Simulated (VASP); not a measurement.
A run of VASP 6.6.1 is set up as follows.

INCAR

```
SYSTEM = HfH7C16
  PREC = Accurate
  ENCUT = 520
  EDIFF = 1E-6
  ISMEAR = -1
  SIGMA = 0.02
  LREAL = .FALSE.
  LASPH = .TRUE.
  NELM = 200
  ALGO = Normal
  ISIF = 2
  LWAVE = .FALSE.
  LCHARG = .TRUE.
  ISPIN = 2
  MAGMOM = 0 0 0 0 0 0 0 0 0 0 0 0 0 0 0 0 0 0 0 0 0 0 0 1
  LORBIT = 11
  LMAXMIX = 4
  GGA = PE
  LELF = .TRUE.
  LVHAR = .TRUE.
  NBANDS = 62
  GGA_COMPAT = .FALSE.
  NELMDL = -8
```

The input KPOINTS:

```
Automatic mesh
0
G
  2 2 1
  0 0 0
```

File POSCAR:

```
HfH7C16
1.0
    5.0487420000      0.0000000000      0.0000000000
    2.5243710000      4.3723390000      0.0000000000
    0.0000000000      0.0000000000     17.7764260000
H C Hf
7 16 1
Direct
    0.1666667000      0.1666667000      0.0562543000
    0.6666667000      0.1666667000      0.0562543000
    0.1666667000      0.6666667000      0.0562543000
    0.6666667000      0.6666667000      0.0562543000
    0.4986849012      0.0041427447      0.3241707140
    0.0040099449      0.4972154876      0.3242993837
    0.4996273152      0.4966623738      0.3244143286
    0.1666667000      0.1666667000      0.1181340000
    0.6666667000      0.1666667000      0.1181340000
    0.1666667000      0.6666667000      0.1181340000
    0.6666667000      0.6666667000      0.1181340000
   -0.1666667000      0.3333333000      0.1471210000
    0.3333333000      0.3333333000      0.1471210000
   -0.1666667000      0.8333333000      0.1471210000
    0.3333333000      0.8333333000      0.1471210000
   -0.1657586462      0.3317233874      0.2350693585
    0.3333673431      0.3333850476      0.2340585248
   -0.1659399879      0.8338668944      0.2347421466
    0.3324180524      0.8338720195      0.2345594756
    0.0008322718     -0.0009191497      0.2647842295
    0.4997688537      0.0005233514      0.2610678545
    0.0001967262      0.5000723267      0.2611185410
    0.5000159112      0.4999339744      0.2611558241
    0.0368708387      0.9629102637      0.3927538921
```

Potentials or basis: VASP PAW PBE potentials, release 64 (H, C, Hf_pv).

Launch:

```bash
$ cat potpaw_PBE.64/H/POTCAR potpaw_PBE.64/C/POTCAR potpaw_PBE.64/Hf_pv/POTCAR > POTCAR
$ mpirun -np 1 vasp_std > vasp.out
```

What does it give for the largest force?

1.281 eV/Å.

What does it give for the band gap on the k mesh?

0.23 eV (least direct gap 0.32 eV).

Forces on the atoms (eV/Å):
```
H    0.006  0.008 -0.213
H   -0.005  0.005 -0.214
H   -0.001 -0.009 -0.213
H    0.001 -0.004 -0.230
H   -0.005  0.007  0.018
H   -0.001  0.009  0.022
H    0.000  0.001  0.015
C   -0.019 -0.013  1.180
C    0.019 -0.014  1.172
C    0.001  0.022  1.156
C    0.000  0.001  1.281
C   -0.010 -0.169 -0.873
C    0.013  0.005 -1.157
C    0.128  0.079 -0.955
C   -0.122  0.064 -1.012
C    0.009 -0.008 -0.004
C   -0.002  0.007  0.008
C   -0.003  0.011  0.010
C   -0.004 -0.003  0.015
C   -0.006  0.004  0.050
C    0.014 -0.014  0.001
C   -0.004 -0.011  0.003
C   -0.014  0.021  0.014
Hf   0.003  0.000 -0.075
```

Caveat: the k points lie up to 0.72 Å⁻¹ apart; there is no dipole correction, which matters where the two faces differ; spin-orbit coupling is left out, which moves the levels of the heavy elements.
